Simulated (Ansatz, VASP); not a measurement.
# Re in VASP and in Ansatz

```
CELL_PARAMETERS angstrom
2.59420 0.00000 0.00000
-1.29710 2.24664 0.00000
0.00000 0.00000 4.14808
ATOMIC_POSITIONS crystal
Re 0.33333 0.66667 0.25000
Re 0.66667 0.33333 0.75000
```

Change from the starting cell: volume scaled by 0.99.

Alike in both runs: task single point; functional PBEsol; k mesh 18 × 18 × 10; occupations fermi-dirac, width 0.05 eV; no spin polarisation.

```csv
,VASP,Ansatz
version,VASP 6.6.1,Ansatz 0.2.0
potentials or method,"VASP PAW PBE potentials, release 64 (Re), cutoff 520 eV","all-electron LAPW, scalar-relativistic"
```

```tsv
	VASP	Ansatz	Ansatz less VASP
pressure (GPa)	111.9	107.9	-4.01
traceless stress, the component that is largest in VASP (GPa)	5.63	5.64	+0.011
```

VASP's potentials were made for PBE, not for PBEsol. Both programs put the cell under a high pressure, so it lies far from rest at this level. Ansatz ran all-electron here, and VASP with PAW potentials.

Neither program's run includes spin-orbit coupling. Noted on VASP's run: the cell as given lies far from equilibrium.
